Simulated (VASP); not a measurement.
BaTiO3: relaxation of cell and atoms with PBEsol+D3(BJ)

The system is BaTiO3.

```xyz
5
Lattice="3.9855 0.0000 0.0000 0.0000 2.8369 2.8451 0.0000 -2.8369 2.8451" Properties=species:S:1:pos:R:3 pbc="T T T"
Ba    0.0000    0.0000    0.0000
Ti    1.9928    0.0000    2.9157
O     0.0000    0.0000    2.7735
O     1.9928   -1.3804    4.2594
O     1.9928    1.3804    4.2594
```

| Property | Result |
| --- | --- |
| Program | VASP 6.6.1 |
| Task | relaxation of cell and atoms |
| Functional | PBEsol |
| Dispersion | D3(BJ) |
| Potentials or basis | VASP PAW PBE potentials, release 64 (Ba_sv, Ti_sv, O) |
| Cutoff | 600 eV |
| k mesh | 6 × 6 × 6 |
| Occupations | methfessel-paxton, width 0.01 eV |
| Spin | no spin polarisation |
| Dipole correction | no |
| Further INCAR settings | ALGO = Normal; EDIFF = 1e-06; IBRION = 2; EDIFFG = -0.01; NSW = 80; ISIF = 3 |

```
Relaxed volume                        : 12.48 Å³/atom
Relaxed cell                          : a = 3.947 Å, b = 3.977 Å, c = 3.977 Å, α = 89.91°, β = 90.00°, γ = 90.00°
Space group after relaxing (to 0.1 Å) : Amm2 (No. 38)
Energy gained by relaxing             : 10.8 meV/atom
Ionic steps                           : 11
Pressure after relaxing               : 0.0 GPa
Largest force after relaxing          : 0.009 eV/Å
Band gap on the k mesh                : 1.97 eV (least direct gap 2.22 eV)
Dispersion energy per atom            : -0.272 eV
```

Forces on the atoms (eV/Å):
```
Ba   0.000  0.000  0.009
Ti   0.000  0.000  0.004
O    0.000  0.000 -0.009
O    0.000  0.004 -0.002
O    0.000 -0.004 -0.002
```

The path:
```tsv
step	energy change (eV)	largest force (eV/Å)	pressure (GPa)	volume (Å³)
1	0.0000	0.2801	-5.69	64.34
2	0.0025	0.3309	7.20	60.17
3	-0.0422	0.2040	0.22	62.23
4	-0.0472	0.1498	0.17	62.25
5	-0.0526	0.0679	0.09	62.29
6	-0.0537	0.0393	-0.02	62.38
7	-0.0537	0.0397	-0.03	62.38
8	-0.0539	0.0131	0.09	62.37
9	-0.0539	0.0098	0.12	62.36
10	-0.0539	0.0152	-0.17	62.48
11	-0.0539	0.0091	-0.02	62.41
```

Final structure:
```
Ba Ti O
1.0
     3.94678    0.00000    0.00000
     0.00000    2.80972    2.81415
     0.00000   -2.80972    2.81415
Ba Ti O
1 1 3
Direct
  0.00000 0.00403 0.00403
  0.50000 0.51507 0.51507
  0.00000 0.49403 0.49403
  0.50000 0.49470 0.98904
  0.50000 0.98904 0.49470
```

Levels at points of the mesh, in eV from the valence-band top:
| k point | band 16 | band 17 | band 18 | band 19 | band 20 | band 21 | band 22 | band 23 | band 24 |
| --- | --- | --- | --- | --- | --- | --- | --- | --- | --- |
| (0.00, 0.00, 0.00) | -1.28 | -1.17 | -0.32 | -0.31 | -0.25 | 1.97 | 2.08 | 2.15 | 4.35 |
| (0.50, 0.00, 0.00) | -2.19 | -1.82 | -1.74 | -0.97 | -0.88 | 2.30 | 3.72 | 3.80 | 4.36 |
| (0.00, 0.50, 0.00) | -2.02 | -1.92 | -1.81 | -0.84 | -0.75 | 2.18 | 3.74 | 3.76 | 4.35 |
| (0.50, 0.50, 0.00) | -2.83 | -1.71 | -0.90 | -0.89 | -0.09 | 3.78 | 3.78 | 4.17 | 5.07 |
| (0.00, 0.50, 0.50) | -2.86 | -1.68 | -0.88 | -0.85 | -0.17 | 3.76 | 3.77 | 4.13 | 5.20 |
| (0.50, 0.50, 0.50) | -2.40 | -2.40 | -0.08 | -0.01 | 0.00 | 4.40 | 4.42 | 4.47 | 6.65 |

Run time: 7.3 min on 1 thread of Intel(R) Xeon(R) Platinum 8488C (Sapphire Rapids), on a shared host, peak memory 0.26 GiB.

Caveat: the PAW data sets were made with another functional, which shifts forces and pressure a little; spin-orbit coupling is left out, which moves the levels of the heavy elements. A k mesh can miss the band edges.
